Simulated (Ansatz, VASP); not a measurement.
## AgCl: VASP beside Ansatz

```
Ag Cl
1.0
     0.00000    2.80602    2.58154
     2.80602    0.00000    2.58154
     2.80602    2.80602    0.00000
Ag Cl
1 1
Direct
  0.50000 0.50000 0.50000
  0.00000 0.00000 0.00000
```

Change from the starting cell: strain +0.000 along x and y, -0.080 along z, atoms carried along.

Alike in both runs: task single point; functional PBE; k mesh 8 × 8 × 8; occupations gaussian, width 0.05 eV; no spin polarisation.

```csv
,VASP,Ansatz
version,VASP 6.6.1,Ansatz 0.2.0
potentials or method,"VASP PAW PBE potentials, release 64 (Ag, Cl), cutoff 520 eV","scalar-relativistic, plane waves, PAW"
valence electrons in the cell,18,26
```

Ansatz gave:

* gap on the k mesh at the Fermi level (eV): 0.71
* least direct gap on the mesh (eV): 3.41
* pressure (GPa): 5.1
* traceless stress, the component that is largest in VASP (GPa): 2.53

**Question.** Estimate VASP's values.

**Answer.** gap on the k mesh at the Fermi level (eV): 0.71; least direct gap on the mesh (eV): 3.40; pressure (GPa): 5.0; traceless stress, the component that is largest in VASP (GPa): 2.49.

VASP's potentials hold 18 valence electrons a cell and Ansatz's 26, so a difference there can come from the potentials and not from the codes.
